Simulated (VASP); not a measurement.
# TiS2 (P-3m1) in VASP: settings compared

Aim: see how the results for TiS2 move with the level of theory and the settings. Levels: LDA, r2SCAN+rVV10, r2SCAN. Tasks: single point.

Everything below comes from runs of VASP 6.6.1. Logs are shortened: lines on timing, memory, paths and dates and some standing lists are left out, and cuts for length are marked.

### 1 The cell of the first run

Symmetry: P-3m1, No. 164, trigonal system. The conventional cell has a = 3.411 Å, b = 3.411 Å, c = 5.739 Å, α = 90.00°, β = 90.00°, γ = 120.00°. Ti (site symmetry -3m) has 6 S at 2.42 Å within 3.2 Å. Within 3.2 Å of S (site symmetry 3m) lie 3 Ti at 2.42 Å.

### 2 Single point, LDA

INCAR

```
PREC = Accurate
ENCUT = 500
EDIFF = 1E-6
ISMEAR = -1
SIGMA = 0.02
LREAL = False
LASPH = True
NELM = 120
ALGO = Normal
ISIF = 2
LWAVE = False
LCHARG = False
GGA = CA
NBANDS = 19
GGA_COMPAT = False
```

KPOINTS

```
regular mesh
0
Gamma
  12 12 4
```

POSCAR

```
TiS2
1.0
    3.4106015668      0.0000000000      0.0000000000
   -1.7053007834      2.9536675990      0.0000000000
    0.0000000000      0.0000000000      5.7387203108
Ti S
1 2
Direct
    0.0000000000      0.0000000000      0.0000000000
    0.3333333333      0.6666666667      0.2449123130
    0.6666666667      0.3333333333      0.7550876870
```

Potentials or basis: VASP PAW LDA potentials, release 64 (Ti_sv, S).

Run with:

```
$ cat potpaw_LDA.64/Ti_sv/POTCAR potpaw_LDA.64/S/POTCAR > POTCAR
$ mpirun -np 1 vasp_std > vasp.out
```

OUTCAR:

```text
PREC = Accurate
   ENCUT = 500
   EDIFF = 1E-6
   ISMEAR = -1
   LREAL = False
   LASPH = True
   NELM = 120
   ISIF = 2
   GGA = CA

 ion  position               nearest neighbor table
   1  0.000  0.000  0.000-   2 2.42   3 2.42   2 2.42   3 2.42   3 2.42   2 2.42
   2  0.333  0.667  0.245-   1 2.42   1 2.42   1 2.42
   3  0.667  0.333  0.755-   1 2.42   1 2.42   1 2.42

  LATTYP: Found a hexagonal cell.
 ALAT       =     3.4106015668
 C/A-ratio  =     1.6826123481

  Lattice vectors:

 A1 = (   3.4106015668,   0.0000000000,   0.0000000000)
 A2 = (  -1.7053007834,   2.9536675990,   0.0000000000)
 A3 = (   0.0000000000,   0.0000000000,   5.7387203108)

Analysis of symmetry for initial positions (statically):
=====================================================================
 Subroutine PRICEL returns:
 Original cell was already a primitive cell.

 Routine SETGRP: Setting up the symmetry group for a
 hexagonal supercell.

 Subroutine GETGRP returns: Found 12 space group operations
 (whereof 12 operations were pure point group operations)
 out of a pool of 24 trial point group operations.

The static configuration has the point symmetry D_3d.

Analysis of symmetry for dynamics (positions and initial velocities):
=====================================================================
 Subroutine PRICEL returns:
 Original cell was already a primitive cell.

 Routine SETGRP: Setting up the symmetry group for a
 hexagonal supercell.

 Subroutine GETGRP returns: Found 12 space group operations
 (whereof 12 operations were pure point group operations)
 out of a pool of 24 trial point group operations.

The dynamic configuration has the point symmetry D_3d.

 Subroutine INISYM returns: Found 12 space group operations
 (whereof 12 operations are pure point group operations),
 and found     1 'primitive' translations

----------------------------------------------------------------------------------------

                                     Primitive cell

  volume of cell :      57.8106

  direct lattice vectors                    reciprocal lattice vectors
     3.410601567  0.000000000  0.000000000     0.293203407  0.169281066  0.000000000
    -1.705300783  2.953667599  0.000000000     0.000000000  0.338562132  0.000000000
     0.000000000  0.000000000  5.738720311     0.000000000  0.000000000  0.174254877

  length of vectors
     3.410601567  3.410601567  5.738720311     0.338562132  0.338562132  0.174254877

  position of ions in fractional coordinates (direct lattice)
     0.000000000  0.000000000  0.000000000
     0.333333333  0.666666667  0.244912313
     0.666666667  0.333333333  0.755087687

  ion indices of the primitive-cell ions
   primitive index   ion index
                 1           1
                 2           2
                 3           3

----------------------------------------------------------------------------------------

 KPOINTS: regular mesh

Automatic generation of k-mesh.
 Grid dimensions read from file:
 generate k-points for:   12   12    4

 Generating k-lattice:

  Cartesian coordinates                     Fractional coordinates (reciprocal lattice)
     0.024433617  0.014106756  0.000000000     0.083333333 -0.000000000  0.000000000
     0.000000000  0.028213511  0.000000000     0.000000000  0.083333333  0.000000000
     0.000000000  0.000000000  0.043563719     0.000000000  0.000000000  0.250000000

  Length of vectors
     0.028213511  0.028213511  0.043563719

  Shift w.r.t. Gamma in fractional coordinates (k-lattice)
     0.000000000  0.000000000  0.000000000

 Subroutine IBZKPT returns following result:
 ===========================================

 Found     69 irreducible k-points:

 Following reciprocal coordinates:
            Coordinates               Weight
  0.000000  0.000000  0.000000      1.000000
  0.083333  0.000000  0.000000      6.000000
  0.166667 -0.000000  0.000000      6.000000
  0.250000  0.000000  0.000000      6.000000
  0.333333  0.000000  0.000000      6.000000
  0.416667  0.000000  0.000000      6.000000
[... 16 lines left out ...]
  0.166667 -0.000000  0.250000      6.000000
  0.000000  0.166667  0.250000      6.000000
 [... further k-points ...]
   k-points           NKPTS =     69   k-points in BZ     NKDIM =     69   number of bands    NBANDS=     19
   number of dos      NEDOS =    301   number of ions     NIONS =      3
   total plane-waves  NPLWV =  32928
   dimension x,y,z NGX =    28 NGY =   28 NGZ =   42
   dimension x,y,z NGXF=    56 NGYF=   56 NGZF=   84
   ions per type =               1   2
   NGX,Y,Z   is equivalent  to a cutoff of  13.65, 13.65, 12.17 a.u.
   NGXF,Y,Z  is equivalent  to a cutoff of  27.30, 27.30, 24.33 a.u.
 SYSTEM =  unknown system
   PREC   = accura    normal or accurate (medium, high low for compatibility)
   ISTART =      0    job   : 0-new  1-cont  2-samecut
   ICHARG =      2    charge: 1-file 2-atom 10-const
   ISPIN  =      1    spin polarized calculation?
   LNONCOLLINEAR =      F non collinear calculations
   LSORBIT =      F    spin-orbit coupling
   LASPH  =      T    aspherical Exc in radial PAW
   ENCUT  =  500.0 eV  36.75 Ry    6.06 a.u.   6.22  6.22 10.46*2*pi/ulx,y,z
   NELM   =    120;   NELMIN=  2; NELMDL= -5     # of ELM steps
   EDIFF  = 0.1E-05   stopping-criterion for ELM
   LREAL  =      F    real-space projection
   EDIFFG = 0.1E-04   stopping-criterion for IOM
   NSW    =      0    number of steps for IOM
   IBRION =     -1    ionic relax: 0-MD 1-quasi-New 2-CG
   NFREE  =      0    steps in history (QN), initial steepest desc. (CG)
   ISIF   =      2    stress and relaxation
   ISYM   =      2    0-nonsym 1-usesym 2-fastsym
   POTIM  = 0.5000    time-step for ionic-motion
   TEBEG  =    0.0;   TEEND  =   0.0 temperature during run
   PSTRESS=    0.0 pullay stress
   NELECT =      24.0000    total number of electrons
   NUPDOWN=      -1.0000    fix difference up-down
   EMIN   =  10.00;   EMAX   =-10.00  energy-range for DOS
   EFERMI =   0.00;   METHOD = LEGACY
   ISMEAR =    -1;   SIGMA  =   0.02  broadening in eV -4-tet -1-fermi 0-gaus
   EFERMI_NEDOS =   21; number of points for ismear=-14 and -15
   IALGO  =     38    algorithm
   IMIX   =      4    mixing-type and parameters
     AMIX     =   0.40;   BMIX     =  1.00
     AMIX_MAG =   1.60;   BMIX_MAG =  1.00
  volume/ion in A,a.u.               =      19.27       130.04
  Fermi-wavevector in a.u.,A,eV,Ry     =   1.221263  2.307853 20.292877  1.491484
  Thomas-Fermi vector in A             =   2.356452
   LORBIT       =      0    0 simple, 1 ext, 2 COOP (PROOUT), +10 PAW based schemes
   GGA     = CA    functional components
   LHFCALC =     F    Hartree Fock is set to
   AEXX    =    0.0000 exact exchange contribution
   IVDW    =     0    specifies the selected vdW correction
   LEPSILON=     F    determine dielectric tensor
   LRPA    =     F    only Hartree local field effects (RPA)
 non-spin polarized calculation
  energy-cutoff  :      500.00
  volume of cell :       57.81
 maximum number of plane-waves:      1482
 NGX is ok and might be reduce to    28
   NGX = 13   NGY = 13   NGZ = 21

 number of electron      24.0000002 magnetization

 Free energy of the ion-electron system (eV)
  ---------------------------------------------------
  ext. energy  EPLUGINS =         0.00000000
  ---------------------------------------------------
  free energy    TOTEN  =       -21.95014478 eV

  energy without entropy =      -21.94931532  energy(sigma->0) =      -21.94973005

 E-fermi :   5.1525     XC(G=0): -10.3838

 val. band max:        5.1525166701   @ k =   0.4167   0.0000   0.5000
 cond. band min:       5.1742230860   @ k =   0.0000   0.0000   0.2500
 fundamental gap:      0.0217064160
 Fermi energy:         5.1525466961

 k-point     1 :       0.0000    0.0000    0.0000
  band No.  band energies     occupation
      1     -51.7527      2.00000
      2     -28.3760      2.00000
      3     -28.3267      2.00000
      4     -28.3267      2.00000
      5      -8.5245      2.00000
      6      -6.8298      2.00000
[... 11 lines left out ...]
     18      11.1504      0.00000
     19      11.7862      0.00000

 k-point     2 :       0.0833    0.0000    0.0000
  band No.  band energies     occupation
      1     -51.7518      2.00000
      2     -28.3742      2.00000
      3     -28.3359      2.00000
      4     -28.3287      2.00000
      5      -8.4414      2.00000
      6      -6.8128      2.00000
[... 11 lines left out ...]
     18      11.6504      0.00000
     19      12.1421      0.00000

 k-point     3 :       0.1667   -0.0000    0.0000
  band No.  band energies     occupation
      1     -51.7494      2.00000
      2     -28.3694      2.00000
      3     -28.3609      2.00000
      4     -28.3345      2.00000
      5      -8.2026      2.00000
      6      -6.7670      2.00000
[... 11 lines left out ...]
     18      12.4537      0.00000
     19      12.9498      0.00000

 k-point     4 :       0.2500    0.0000    0.0000
  band No.  band energies     occupation
      1     -51.7462      2.00000
      2     -28.3954      2.00000
      3     -28.3624      2.00000
      4     -28.3422      2.00000
      5      -7.8417      2.00000
      6      -6.7077      2.00000
[... 11 lines left out ...]
     18      12.5798      0.00000
     19      13.4169      0.00000

 k-point     5 :       0.3333    0.0000    0.0000
  band No.  band energies     occupation
      1     -51.7429      2.00000
      2     -28.4293      2.00000
      3     -28.3556      2.00000
      4     -28.3500      2.00000
      5      -7.4209      2.00000
      6      -6.6600      2.00000
[... 11 lines left out ...]
     18      12.2917      0.00000
     19      12.8913      0.00000

 k-point     6 :       0.4167    0.0000    0.0000
  band No.  band energies     occupation
      1     -51.7405      2.00000
      2     -28.4540      2.00000
      3     -28.3557      2.00000
      4     -28.3506      2.00000
      5      -7.0345      2.00000
      6      -6.6600      2.00000
[... 11 lines left out ...]
     18      12.0245      0.00000
     19      12.4015      0.00000

 k-point     7 :       0.5000    0.0000    0.0000
  band No.  band energies     occupation
      1     -51.7397      2.00000
      2     -28.4630      2.00000
      3     -28.3577      2.00000
      4     -28.3488      2.00000
      5      -6.8093      2.00000
      6      -6.7315      2.00000
[... 11 lines left out ...]
     18      11.8436      0.00000
     19      12.3692      0.00000

 k-point     8 :       0.0833    0.0833    0.0000
  band No.  band energies     occupation
      1     -51.7502      2.00000
      2     -28.3708      2.00000
      3     -28.3526      2.00000
      4     -28.3331      2.00000
      5      -8.2803      2.00000
      6      -6.7814      2.00000
[... 256 lines left out ...]
 k-point    20 :       0.0000    0.0000    0.2500
  band No.  band energies     occupation
      1     -51.7527      2.00000
      2     -28.3761      2.00000
      3     -28.3267      2.00000
      4     -28.3267      2.00000
      5      -8.3894      2.00000
      6      -7.0709      2.00000
[... 11 lines left out ...]
     18      11.3263      0.00000
     19      12.5353      0.00000

 k-point    21 :       0.0833    0.0000    0.2500
  band No.  band energies     occupation
      1     -51.7518      2.00000
      2     -28.3743      2.00000
      3     -28.3359      2.00000
      4     -28.3287      2.00000
      5      -8.3074      2.00000
      6      -7.0456      2.00000
[... 11 lines left out ...]
     18      11.8095      0.00000
     19      12.8241      0.00000

 k-point    22 :       0.0000    0.0833    0.2500
  band No.  band energies     occupation
      1     -51.7518      2.00000
      2     -28.3743      2.00000
      3     -28.3359      2.00000
      4     -28.3287      2.00000
      5      -8.3086      2.00000
      6      -7.0435      2.00000
[... 11 lines left out ...]
     18      11.7587      0.00000
     19      12.8975      0.00000

 k-point    23 :       0.1667   -0.0000    0.2500
  band No.  band energies     occupation
      1     -51.7494      2.00000
      2     -28.3694      2.00000
      3     -28.3609      2.00000
      4     -28.3344      2.00000
      5      -8.0703      2.00000
      6      -6.9798      2.00000
[... 11 lines left out ...]
     18      12.7907      0.00000
     19      13.1200      0.00000

 k-point    24 :       0.0000    0.1667    0.2500
  band No.  band energies     occupation
      1     -51.7494      2.00000
      2     -28.3694      2.00000
      3     -28.3609      2.00000
      4     -28.3344      2.00000
      5      -8.0802      2.00000
      6      -6.9634      2.00000
[... 11 lines left out ...]
     18      12.3879      0.00000
     19      13.5016      0.00000

 [... further k-points ...]
[... 5 lines left out ...]
  --------------------------------------------------------------------------------------
  -------------------------------------------------------------------------------------
  Total       -2.0723240     -2.0723240     -1.2734832      0.0000000      0.0000000      0.0000000
  in kB      -57.4328773    -57.4328773    -35.2936131      0.0000000      0.0000000      0.0000000
  external PRESSURE =     -50.0531226 kB  Pullay stress =       0.0000000 kB

 VOLUME and BASIS-vectors are now :
 -----------------------------------------------------------------------------
  energy-cutoff  :      500.00
  volume of cell :       57.81
      direct lattice vectors                 reciprocal lattice vectors
     3.410601567  0.000000000  0.000000000     0.293203407  0.169281066  0.000000000
    -1.705300783  2.953667599  0.000000000     0.000000000  0.338562132  0.000000000
     0.000000000  0.000000000  5.738720311     0.000000000  0.000000000  0.174254877

 POSITION                                       TOTAL-FORCE (eV/Angst)
 -----------------------------------------------------------------------------------
      0.00000      0.00000      0.00000        -0.000000      0.000000     -0.000000
     -0.00000      1.96911      1.40548        -0.000000      0.000000     -0.203793
      1.70530      0.98456      4.33324         0.000000     -0.000000      0.203793
 -----------------------------------------------------------------------------------
    total drift:                                0.000000     -0.000000     -0.000000

  FREE ENERGIE OF THE ION-ELECTRON SYSTEM (eV)
  ---------------------------------------------------
  free  energy   TOTEN  =       -21.9501447758 eV

  energy  without entropy=      -21.9493153220  energy(sigma->0) =      -21.94973005
```

Run time: 64 s. Hardware: 1 thread of Intel Xeon Platinum 8259CL at 2.50GHz (Skylake/Cascade Lake), shared host; peak memory 0.2 GiB.

What came out:

| Quantity | Value |
| --- | --- |
| Free energy | -21.9501 eV |
| Pressure | -5.0 GPa |
| Largest force | 0.204 eV/Å |
| Band gap on the k mesh | zero (band 12 reaches 5.25 eV, above the bottom of band 13 at 5.07 eV) |

Forces on the atoms (eV/Å):
```
Ti   0.000  0.000  0.000
S    0.000  0.000 -0.204
S    0.000  0.000  0.204
```

(Part 1 of 2 ends here.)
